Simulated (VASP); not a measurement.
Runs of VASP 6.6.1 on TlSnCl3. The structure is that of space group Pm-3m (No. 221), or close to it. The cells are those of the table. 

```csv
task,level,potentials or basis,cell,k mesh,cutoff (eV),smearing,gap on the mesh (eV),pressure (GPa),relaxed volume (Å³/atom)
single point,r2SCAN,"VASP PAW PBE potentials, release 64 (Tl_d, Sn_d, Cl)","a = 5.517 Å, 5 atoms",4 × 4 × 4,520,fermi-dirac 0.02 eV,0.74,0.0,-
single point,PBEsol,"VASP PAW PBE potentials, release 64 (Tl_d, Sn_d, Cl)","a = 5.469 Å, 5 atoms",4 × 4 × 4,520,fermi-dirac 0.02 eV,0.35,0.0,-
single point,LDA,"VASP PAW LDA potentials, release 64 (Tl_d, Sn_d, Cl)","a = 5.361 Å, 5 atoms",4 × 4 × 4,520,fermi-dirac 0.02 eV,none,0.0,-
relaxation of cell and atoms,PBEsol,"VASP PAW PBE potentials, release 64 (Tl_d, Sn_d, Cl)","relaxed from a = 5.577 Å, 5 atoms",4 × 4 × 4,600,fermi-dirac 0.02 eV,0.36,0.0,(b)
single point,LDA,"VASP PAW LDA potentials, release 64 (Tl_d, Sn_d, Cl)","a = 5.517 Å, 5 atoms",6 × 6 × 6,520,gaussian 0.01 eV,0.45,(a),-
relaxation of cell and atoms,LDA,"VASP PAW LDA potentials, release 64 (Tl_d, Sn_d, Cl)","relaxed from a = 5.577 Å, 5 atoms",4 × 4 × 4,600,fermi-dirac 0.02 eV,none,0.0,30.87
relaxation of cell and atoms,r2SCAN,"VASP PAW PBE potentials, release 64 (Tl_d, Sn_d, Cl)","relaxed from a = 5.577 Å, 5 atoms",4 × 4 × 4,600,fermi-dirac 0.02 eV,0.74,0.0,33.61
```

Alike in all rows: no spin polarisation.

Q: Fill in the values left out.

A: (a) -2.2; (b) 32.75.

Caveats: spin-orbit coupling is left out, which moves the levels of the heavy elements; the PAW data sets were made with another functional, which shifts forces and pressure a little (at least some runs).

A k mesh can miss the band edges, and the runs leave out spin-orbit coupling on Sn, Tl.

A gap of «none» marks levels without a gap at the run's occupations.
